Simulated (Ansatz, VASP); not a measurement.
Ta2N: VASP beside Ansatz

The input INCAR:

```
ALGO     = Normal         # electronic algorithm
EDIFF    = 1E-6           # SCF threshold, eV
ENCUT    = 520            # plane-wave cutoff, eV
GGA      = PS             # functional
ISIF     = 2              # what is computed and relaxed
ISMEAR   = 0              # smearing method
LASPH    = T              # aspherical terms in the spheres
LCHARG   = T              # write CHGCAR
LELF     = T              # ELF
LREAL    = F              # projectors in reciprocal space
LVHAR    = T            
LWAVE    = F              # write WAVECAR
NBANDS   = 50             # bands
NELM     = 60             # most SCF steps
PREC     = Accurate       # precision mode
SIGMA    = 0.05           # smearing width, eV
```

KPOINTS

```
k-points
0
Gamma
  6 6 4
```

POSCAR

```
Ta2N
1.0
    5.2965720514      0.0000000000      0.0000000000
   -2.6482860257      4.5869659495      0.0000000000
    0.0000000000      0.0000000000      4.9391825701
Ta N
6 3
Direct
    0.6663616700      0.6663616700      0.7536182600
    0.0000000000      0.3336383300      0.7536182600
    0.3336383300      0.0000000000      0.7536182600
    0.3336383300      0.3336383300      0.2463817400
    0.0000000000      0.6663616700      0.2463817400
    0.6663616700      0.0000000000      0.2463817400
    0.6666666667      0.3333333333      0.5000000000
    0.3333333333      0.6666666667      0.5000000000
    0.0000000000      0.0000000000      0.0000000000
```

Input for Ansatz:

```yaml
crystal:
  lattice:
    - [5.2965720514, 0.0, 0.0]
    - [-2.6482860257, 4.5869659495, 0.0]
    - [0.0, 0.0, 4.9391825701]
  atoms:
    - { symbol: Ta, position: [0.66636167, 0.66636167, 0.75361826] }
    - { symbol: Ta, position: [0.0, 0.33363833, 0.75361826] }
    - { symbol: Ta, position: [0.33363833, 0.0, 0.75361826] }
    - { symbol: Ta, position: [0.33363833, 0.33363833, 0.24638174] }
    - { symbol: Ta, position: [0.0, 0.66636167, 0.24638174] }
    - { symbol: Ta, position: [0.66636167, 0.0, 0.24638174] }
    - { symbol: "N", position: [0.6666666667, 0.3333333333, 0.5] }
    - { symbol: "N", position: [0.3333333333, 0.6666666667, 0.5] }
    - { symbol: "N", position: [0.0, 0.0, 0.0] }
basis:
  ecutwfc: 420
kpoints:
  mp_grid: { grid: [6, 6, 4] }
hamiltonian:
  xc: pbesol
scf:
  occupations: { method: gaussian, width: 0.05 }
output:
  forces: true
  stress: true
  eigenvalues: true
```

Alike in both runs: task single point; functional PBEsol; k mesh 6 × 6 × 4; occupations gaussian, width 0.05 eV; no spin polarisation.

```csv
,VASP,Ansatz
version,VASP 6.6.1,Ansatz 0.2.0
potentials or method,"VASP PAW PBE potentials, release 64 (Ta_pv, N), cutoff 520 eV","scalar-relativistic, plane waves, PAW"
valence electrons in the cell,81,93
```

VASP gave:

* gap on the k mesh at the Fermi level (eV): none
* pressure (GPa): -4.8
* traceless stress, the component that is largest in VASP (GPa): -0.36
* rms of the force components (eV/Å): 0.040

Problem. What did Ansatz give for the same quantities?

Solution. gap on the k mesh at the Fermi level (eV): none; pressure (GPa): -5.3; traceless stress, the component that is largest in VASP (GPa): -0.33; rms of the force components (eV/Å): 0.047.

VASP's potentials were made for PBE, not for PBEsol. Atom by atom the forces differ by 0.008 eV/Å (rms over components). A gap of «none» marks a metal or a gap that the smearing closes. VASP's potentials hold 81 valence electrons a cell and Ansatz's 93, so a difference there can come from the potentials and not from the codes.

Neither program's run includes spin-orbit coupling.
